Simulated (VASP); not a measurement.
Here is a VASP 6.6.1 calculation.

The input INCAR:

```
SYSTEM = Ti2In
PREC = Accurate
ENCUT = 520
EDIFF = 1E-6
ISMEAR = 0
SIGMA = 0.1
LREAL = .False.
LASPH = .True.
NELM = 100
ALGO = Normal
ISIF = 2
LWAVE = .False.
LCHARG = .True.
GGA = PE
LELF = .True.
LVHAR = .True.
NBANDS = 46
```

The input KPOINTS:

```
Automatic mesh
0
Gamma
  4 4 4
  0 0 0
```

Contents of POSCAR:

```
Ti2In
1.0
    0.0000000000      3.8095263100      3.8095263100
    3.8095263100      0.0000000000      3.8095263100
    3.8095263100      3.8095263100      0.0000000000
Ti In
4 2
Direct
    0.1250000000      0.1250000000      0.6250000000
    0.1250000000      0.6250000000      0.1250000000
    0.1250000000      0.1250000000      0.1250000000
    0.6250000000      0.1250000000      0.1250000000
    0.7500000000      0.7500000000      0.7500000000
    0.5000000000      0.5000000000      0.5000000000
```

Potentials or basis: VASP PAW PBE potentials, release 64 (Ti_sv, In_d).

Run with:

```bash
$ cat potpaw_PBE.64/Ti_sv/POTCAR potpaw_PBE.64/In_d/POTCAR > POTCAR
$ mpirun -np 1 vasp_std > vasp.out
```

(1) What does it give for the pressure?

(2) Estimate the band gap on the k mesh.

Answers

(1) 2.7 GPa.

(2) zero (bands 37 and 38 overlap by 0.16 eV).

Caveat: spin-orbit coupling is left out, which moves the levels of the heavy elements.
